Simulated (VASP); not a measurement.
Set up this calculation in VASP 6.6.1, as the native input.

| Quantity | Value |
| --- | --- |
| Task | density of states |
| Functional | PBEsol |
| Potentials or basis | VASP PAW PBE potentials, release 64 (Ga_d, Sb) |
| Cutoff | 520 eV |
| k mesh | 12 × 12 × 12 |
| Occupations | gaussian, width 0.1 eV |
| Spin | no spin polarisation |
| Dipole correction | no |
| k mesh for the DOS | 18 × 18 × 18 |
| Occupations for the DOS | tetrahedron |
| Further INCAR settings | ALGO = Normal; EDIFF = 1e-06; NBANDS = 16 |

Crystal: GaSb.

```
Ga Sb
1.0
     0.00000    3.10692    3.10692
     3.10692    0.00000    3.10692
     3.10692    3.10692    0.00000
Ga Sb
1 1
Cartesian
  0.0000 0.0000 0.0000
  1.5535 1.5535 1.5535
```

One way to write it, as run:

POSCAR

```
GaSb
1.0
    0.0000000000      3.1069206344      3.1069206344
    3.1069206344      0.0000000000      3.1069206344
    3.1069206344      3.1069206344      0.0000000000
Ga Sb
1 1
Direct
    0.0000000000      0.0000000000      0.0000000000
    0.2500000000      0.2500000000      0.2500000000
```

INCAR.step1

```
SYSTEM = GaSb
PREC = Accurate ; ENCUT = 520
EDIFF = 1E-6 ; ISMEAR = 0
SIGMA = 0.1 ; LREAL = .FALSE.
LASPH = .TRUE. ; NELM = 100
ALGO = Normal ; ISIF = 2
LWAVE = .FALSE. ; LCHARG = .TRUE.
GGA = PS ; NBANDS = 16
```

KPOINTS.step1

```
Automatic mesh
0
G
  12 12 12
  0 0 0
```

INCAR.step2

```
SYSTEM = GaSb
PREC = Accurate ; ENCUT = 520
EDIFF = 1E-6 ; ISMEAR = -5
SIGMA = 0.1 ; LREAL = .FALSE.
LASPH = .TRUE. ; NELM = 100
ALGO = Normal ; ISIF = 2
LWAVE = .FALSE. ; LCHARG = .FALSE.
GGA = PS ; LORBIT = 10
NBANDS = 16 ; NEDOS = 2001
ICHARG = 11
```

KPOINTS.step2

```
Automatic mesh
0
G
  18 18 18
  0 0 0
```

Potentials or basis: VASP PAW PBE potentials, release 64 (Ga_d, Sb).

Launch:

```console
$ cat potpaw_PBE.64/Ga_d/POTCAR potpaw_PBE.64/Sb/POTCAR > POTCAR
$ cp INCAR.step1 INCAR
$ cp KPOINTS.step1 KPOINTS
$ mpirun -np 1 vasp_std > vasp.out
$ cp INCAR.step2 INCAR
$ cp KPOINTS.step2 KPOINTS
$ mpirun -np 1 vasp_std > vasp.out
```

It gave:

| Quantity | Value |
| --- | --- |
| Valence electrons inside the program's atomic spheres | Ga 11.59; Sb 2.47 |

Caveat: spin-orbit coupling is left out, which moves the levels of the heavy elements.

It took 3.1 min on 1 thread of Intel(R) Xeon(R) Platinum 8488C (Sapphire Rapids) (shared host), peak memory 0.34 GiB.
